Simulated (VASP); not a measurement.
# Ge16H (a cell with a defect) in VASP: single point with PBE

Aim: the single point of Ge16H (a cell with a defect) with PBE.

Everything below comes from runs of VASP 6.6.1. Logs are shortened: lines on timing, memory, paths and dates and some standing lists are left out, and cuts for length are marked.

## 1. The cell of the first run

The cell holds a defect, 17 atoms: a = 8.004 Å, b = 8.004 Å, c = 8.004 Å, α = 60.00°, β = 60.00°, γ = 60.00°.

## 2. Single point, PBE

INCAR reads:

```
ALGO = Normal ; EDIFF = 1E-7
ENCUT = 520 ; GGA = PE
ISIF = 2 ; ISMEAR = -1
LASPH = T ; LCHARG = F
LREAL = Auto ; LWAVE = F
NBANDS = 126 ; NELM = 60
PREC = Accurate ; SIGMA = 0.15
```

KPOINTS reads:

```
k-points
0
Gamma
  2 2 2
```

POSCAR reads:

```
Ge16H
1.0
    0.0000000000      5.6600000000      5.6600000000
    5.6600000000      0.0000000000      5.6600000000
    5.6600000000      5.6600000000      0.0000000000
Ge H
16 1
Direct
   -0.0085172727      0.0194156569     -0.0034773778
    0.1440412926      0.1236278428      0.1157118869
   -0.0087280290      0.0204805001      0.4916172414
    0.1201598898      0.1384276282      0.6206386301
    0.0166703267      0.5034051258     -0.0101749822
    0.1180130941      0.6441632843      0.1197710576
   -0.0049405919      0.5135382828      0.4958302535
    0.1174280178      0.6451904719      0.6178598545
    0.5170321306     -0.0527877175      0.0172508397
    0.6155824229      0.1231514317      0.1159288547
    0.4960497045      0.0196322453      0.4917590873
    0.6153421390      0.1237093868      0.6442939653
    0.4898421848      0.5028293360     -0.0096081912
    0.6599012694      0.5199275409      0.1602161514
    0.4893317275      0.5035412403      0.5169273792
    0.6190031277      0.6443410222      0.6184881296
    0.7437409661      0.2670331212      0.2446945202
```

Potentials or basis: VASP PAW PBE potentials, release 64 (Ge_d, H).

Started as:

```sh
$ cat potpaw_PBE.64/Ge_d/POTCAR potpaw_PBE.64/H/POTCAR > POTCAR
$ mpirun -np 1 vasp_std > vasp.out
```

OUTCAR:

```text
EDIFF = 1E-7
   ENCUT = 520
   GGA = PE
   ISIF = 2
   ISMEAR = -1
   LASPH = T
   LREAL = Auto
   NELM = 60
   PREC = Accurate

 ion  position               nearest neighbor table
   1  0.991  0.019  0.997-   6 2.45   4 2.46  10 2.46   2 2.47
   2  0.144  0.124  0.116-   9 2.46   3 2.47   1 2.47   5 2.48
   3  0.991  0.020  0.492-   8 2.45   4 2.46   2 2.47  12 2.47
   4  0.120  0.138  0.621-   7 2.45   3 2.46   1 2.46  11 2.46
   5  0.017  0.503  0.990-   8 2.44   6 2.44  14 2.44   2 2.48
   6  0.118  0.644  0.120-  13 2.44   5 2.44   1 2.45   7 2.46
   7  0.995  0.514  0.496-   4 2.45  16 2.46   6 2.46   8 2.46
   8  0.117  0.645  0.618-  15 2.44   5 2.44   3 2.45   7 2.46
   9  0.517  0.947  0.017-  12 2.46   2 2.46  10 2.46  14 2.79
  10  0.616  0.123  0.116-  11 2.46   1 2.46   9 2.46  13 2.48
  11  0.496  0.020  0.492-  16 2.45   4 2.46  10 2.46  12 2.46
  12  0.615  0.124  0.644-   9 2.46  11 2.46   3 2.47  15 2.48
  13  0.490  0.503  0.990-   6 2.44  16 2.44  14 2.44  10 2.48
  14  0.660  0.520  0.160-  17 1.65  15 2.44   5 2.44  13 2.44   9 2.79
  15  0.489  0.504  0.517-   8 2.44  16 2.44  14 2.44  12 2.48
  16  0.619  0.644  0.618-  13 2.44  15 2.44  11 2.45   7 2.46
  17  0.744  0.267  0.245-  14 1.65

  LATTYP: Found a face centered cubic cell.
 ALAT       =    11.3200000000

  Lattice vectors:

 A1 = (   0.0000000000,   5.6600000000,   5.6600000000)
 A2 = (   5.6600000000,   0.0000000000,   5.6600000000)
 A3 = (   5.6600000000,   5.6600000000,   0.0000000000)

Analysis of symmetry for initial positions (statically):
=====================================================================
 Subroutine PRICEL returns:
 Original cell was already a primitive cell.

 Routine SETGRP: Setting up the symmetry group for a
 face centered cubic supercell.

 Subroutine GETGRP returns: Found  1 space group operations
 (whereof  1 operations were pure point group operations)
 out of a pool of 48 trial point group operations.

The static configuration has the point symmetry C_1 .

Analysis of symmetry for dynamics (positions and initial velocities):
=====================================================================
 Subroutine PRICEL returns:
 Original cell was already a primitive cell.

 Routine SETGRP: Setting up the symmetry group for a
 face centered cubic supercell.

 Subroutine GETGRP returns: Found  1 space group operations
 (whereof  1 operations were pure point group operations)
 out of a pool of 48 trial point group operations.

The dynamic configuration has the point symmetry C_1 .

 Subroutine INISYM returns: Found  1 space group operations
 (whereof  1 operations are pure point group operations),
 and found     1 'primitive' translations

----------------------------------------------------------------------------------------

                                     Primitive cell

  volume of cell :     362.6430

  direct lattice vectors                    reciprocal lattice vectors
     0.000000000  5.660000000  5.660000000    -0.088339223  0.088339223  0.088339223
     5.660000000  0.000000000  5.660000000     0.088339223 -0.088339223  0.088339223
     5.660000000  5.660000000  0.000000000     0.088339223  0.088339223 -0.088339223

  length of vectors
     8.004448763  8.004448763  8.004448763     0.153008022  0.153008022  0.153008022

  position of ions in fractional coordinates (direct lattice)
     0.991482727  0.019415657  0.996522622
     0.144041293  0.123627843  0.115711887
     0.991271971  0.020480500  0.491617241
     0.120159890  0.138427628  0.620638630
     0.016670327  0.503405126  0.989825018
     0.118013094  0.644163284  0.119771058
[... 9 lines left out ...]
     0.619003128  0.644341022  0.618488130
     0.743740966  0.267033121  0.244694520

  ion indices of the primitive-cell ions
   primitive index   ion index
                 1           1
                 2           2
                 3           3
                 4           4
                 5           5
                 6           6
[... 9 lines left out ...]
                16          16
                17          17

----------------------------------------------------------------------------------------

 KPOINTS: k-points

Automatic generation of k-mesh.
 Grid dimensions read from file:
 generate k-points for:    2    2    2

 Generating k-lattice:

  Cartesian coordinates                     Fractional coordinates (reciprocal lattice)
    -0.044169611  0.044169611  0.044169611     0.500000000  0.000000000  0.000000000
     0.044169611 -0.044169611  0.044169611     0.000000000  0.500000000  0.000000000
     0.044169611  0.044169611 -0.044169611     0.000000000  0.000000000  0.500000000

  Length of vectors
     0.076504011  0.076504011  0.076504011

  Shift w.r.t. Gamma in fractional coordinates (k-lattice)
     0.000000000  0.000000000  0.000000000

 Subroutine IBZKPT returns following result:
 ===========================================

 Found      8 irreducible k-points:

 Following reciprocal coordinates:
            Coordinates               Weight
  0.000000  0.000000  0.000000      1.000000
  0.500000  0.000000  0.000000      1.000000
  0.000000  0.500000  0.000000      1.000000
  0.000000  0.000000  0.500000      1.000000
  0.500000  0.500000  0.500000      1.000000
  0.500000  0.500000  0.000000      1.000000
  0.000000  0.500000  0.500000      1.000000
  0.500000  0.000000  0.500000      1.000000
   k-points           NKPTS =      8   k-points in BZ     NKDIM =      8   number of bands    NBANDS=    126
   number of dos      NEDOS =    301   number of ions     NIONS =     17
   total plane-waves  NPLWV = 216000
   dimension x,y,z NGX =    60 NGY =   60 NGZ =   60
   dimension x,y,z NGXF=   120 NGYF=  120 NGZF=  120
   ions per type =              16   1
   NGX,Y,Z   is equivalent  to a cutoff of  12.46, 12.46, 12.46 a.u.
   NGXF,Y,Z  is equivalent  to a cutoff of  24.92, 24.92, 24.92 a.u.
 SYSTEM =  unknown system
   PREC   = accura    normal or accurate (medium, high low for compatibility)
   ISTART =      0    job   : 0-new  1-cont  2-samecut
   ICHARG =      2    charge: 1-file 2-atom 10-const
   ISPIN  =      1    spin polarized calculation?
   LNONCOLLINEAR =      F non collinear calculations
   LSORBIT =      F    spin-orbit coupling
   LASPH  =      T    aspherical Exc in radial PAW
   ENCUT  =  520.0 eV  38.22 Ry    6.18 a.u.  14.88 14.88 14.88*2*pi/ulx,y,z
   NELM   =     60;   NELMIN=  2; NELMDL= -5     # of ELM steps
   EDIFF  = 0.1E-06   stopping-criterion for ELM
   LREAL  =      T    real-space projection
   EDIFFG = 0.1E-05   stopping-criterion for IOM
   NSW    =      0    number of steps for IOM
   IBRION =     -1    ionic relax: 0-MD 1-quasi-New 2-CG
   NFREE  =      0    steps in history (QN), initial steepest desc. (CG)
   ISIF   =      2    stress and relaxation
   ISYM   =      2    0-nonsym 1-usesym 2-fastsym
   POTIM  = 0.5000    time-step for ionic-motion
   TEBEG  =    0.0;   TEEND  =   0.0 temperature during run
   PSTRESS=    0.0 pullay stress
   NELECT =     225.0000    total number of electrons
   NUPDOWN=      -1.0000    fix difference up-down
   EMIN   =  10.00;   EMAX   =-10.00  energy-range for DOS
   EFERMI =   0.00;   METHOD = LEGACY
   ISMEAR =    -1;   SIGMA  =   0.15  broadening in eV -4-tet -1-fermi 0-gaus
   EFERMI_NEDOS =   21; number of points for ismear=-14 and -15
   IALGO  =     38    algorithm
   IMIX   =      4    mixing-type and parameters
     AMIX     =   0.40;   BMIX     =  1.00
     AMIX_MAG =   1.60;   BMIX_MAG =  1.00
  volume/ion in A,a.u.               =      21.33       143.96
  Fermi-wavevector in a.u.,A,eV,Ry     =   1.396291  2.638607 26.526303  1.949628
  Thomas-Fermi vector in A             =   2.519659
   LORBIT       =      0    0 simple, 1 ext, 2 COOP (PROOUT), +10 PAW based schemes
   GGA     = PE    functional components
   LHFCALC =     F    Hartree Fock is set to
   AEXX    =    0.0000 exact exchange contribution
   IVDW    =     0    specifies the selected vdW correction
   LEPSILON=     F    determine dielectric tensor
   LRPA    =     F    only Hartree local field effects (RPA)
 non-spin polarized calculation
  energy-cutoff  :      520.00
  volume of cell :      362.64
 maximum number of plane-waves:      9841
 NGX is ok and might be reduce to    60
   NGX = 29   NGY = 29   NGZ = 29

 number of electron     225.0000013 magnetization

 Free energy of the ion-electron system (eV)
  ---------------------------------------------------
  ext. energy  EPLUGINS =         0.00000000
  ---------------------------------------------------
  free energy    TOTEN  =       -72.27969433 eV

  energy without entropy =      -71.99935626  energy(sigma->0) =      -72.13952530

 E-fermi :   4.7884     XC(G=0):  -9.9727

 val. band max:        4.7245837031   @ k =   0.5000   0.0000   0.0000
 cond. band min:       4.9002498645   @ k =   0.0000   0.0000   0.0000
 fundamental gap:      0.1756661614
 Fermi energy:         4.7884023355

 k-point     1 :       0.0000    0.0000    0.0000
  band No.  band energies     occupation
      1     -19.8881      2.00000
      2     -19.8879      2.00000
      3     -19.8777      2.00000
      4     -19.8757      2.00000
      5     -19.8624      2.00000
      6     -19.8621      2.00000
[... 116 lines left out ...]
    123       5.9460      0.00089
    124       7.5111      0.00000

 k-point     2 :       0.5000    0.0000    0.0000
  band No.  band energies     occupation
      1     -19.8994      2.00000
      2     -19.8948      2.00000
      3     -19.8851      2.00000
      4     -19.8798      2.00000
      5     -19.8680      2.00000
      6     -19.8655      2.00000
[... 878 lines left out ...]
    123       9.1713      0.00000
    124       9.1827      0.00000
 [bands above 124 left out]

------------------------ aborting loop because EDIFF is reached ----------------------------------------

  FORCE on cell =-STRESS in cart. coord.  units (eV):
  Direction    XX          YY          ZZ          XY          YZ          ZX
  --------------------------------------------------------------------------------------
  -------------------------------------------------------------------------------------
  Total        9.1485005      9.2020695      9.1440090      0.5832725      0.5825673     -0.6210992
  in kB       40.4185947     40.6552657     40.3987509      2.5769312      2.5738154     -2.7440516
  external PRESSURE =      40.4908704 kB  Pullay stress =       0.0000000 kB

 VOLUME and BASIS-vectors are now :
 -----------------------------------------------------------------------------
  energy-cutoff  :      520.00
  volume of cell :      362.64
      direct lattice vectors                 reciprocal lattice vectors
     0.000000000  5.660000000  5.660000000    -0.088339223  0.088339223  0.088339223
     5.660000000  0.000000000  5.660000000     0.088339223 -0.088339223  0.088339223
     5.660000000  5.660000000  0.000000000     0.088339223  0.088339223 -0.088339223

 POSITION                                       TOTAL-FORCE (eV/Angst)
 -----------------------------------------------------------------------------------
      5.75021     11.25211      5.72168         0.012966      0.000764      0.005441
      1.35466      1.47020      1.51501         0.007478     -0.004495     -0.012533
      2.89847      8.39315      5.72652        -0.002411     -0.008966     -0.003481
      4.29632      4.19292      1.46361         0.000048     -0.001683     -0.000079
      8.45168      5.69676      2.94363         0.000514      0.001150     -0.028309
      4.32387      1.34586      4.31392        -0.011486     -0.011798     -0.003891
[... 9 lines left out ...]
      7.14761      7.00420      7.15053        -0.001246     -0.008527     -0.011729
      2.89638      5.59454      5.72098         0.063686     -0.061928      0.068493
 -----------------------------------------------------------------------------------
    total drift:                               -0.000268      0.001940      0.000354

  FREE ENERGIE OF THE ION-ELECTRON SYSTEM (eV)
  ---------------------------------------------------
  free  energy   TOTEN  =       -72.2796943319 eV

  energy  without entropy=      -71.9993562619  energy(sigma->0) =      -72.13952530
```

Run time: 9.6 min. Hardware: 1 thread of Intel Xeon Platinum 8488C (Sapphire Rapids), shared host; peak memory 0.6 GiB.

Results:

* Free energy: -72.2797 eV
* Pressure: 4.0 GPa
* Largest force: 0.117 eV/Å
* Band gap on the k mesh: zero (an odd number of electrons rules out a gap without spin polarisation)

Forces in eV/Å, atoms in the order of the input:
```
Ge   0.013  0.001  0.005
Ge   0.007 -0.004 -0.013
Ge  -0.002 -0.009 -0.003
Ge   0.000 -0.002  0.000
Ge   0.001  0.001 -0.028
Ge  -0.011 -0.012 -0.004
Ge   0.002 -0.003  0.003
Ge   0.003  0.016 -0.001
Ge   0.027 -0.020  0.026
Ge   0.002  0.013  0.004
Ge   0.005  0.003  0.008
Ge  -0.010 -0.004  0.010
Ge   0.001  0.025  0.006
Ge  -0.069  0.062 -0.071
Ge  -0.029  0.005  0.001
Ge  -0.001 -0.009 -0.012
H    0.064 -0.062  0.068
```

Levels at points of the mesh, in eV from the Fermi level:
| k point | band 111 | band 112 | band 113 | band 114 | band 115 | band 116 |
| --- | --- | --- | --- | --- | --- | --- |
| (0.00, 0.00, 0.00) | 0.11 | 0.11 | 0.25 | 0.39 | 0.40 | 0.40 |
| (0.50, 0.00, 0.00) | -0.66 | -0.60 | -0.06 | 0.88 | 1.01 | 1.47 |
| (0.00, 0.50, 0.00) | -0.74 | -0.55 | -0.55 | 0.89 | 1.07 | 1.48 |
| (0.00, 0.00, 0.50) | -0.66 | -0.60 | -0.06 | 0.88 | 1.01 | 1.47 |
| (0.50, 0.50, 0.50) | -0.66 | -0.61 | -0.06 | 0.88 | 1.01 | 1.48 |
| (0.50, 0.50, 0.00) | -1.22 | -1.14 | -0.18 | 1.23 | 1.60 | 2.04 |
| (0.00, 0.50, 0.50) | -1.22 | -1.14 | -0.18 | 1.23 | 1.60 | 2.04 |
| (0.50, 0.00, 0.50) | -1.22 | -1.14 | -0.17 | 1.23 | 1.60 | 2.04 |

Caveat: the k points lie up to 0.48 Å⁻¹ apart, too coarse for converged energies and pressures of a metal; an odd number of electrons without spin polarisation forces a metal; a magnetic or distorted state may lie lower.

The gap in the log of VASP goes by the Fermi energy; the results here count the filled bands.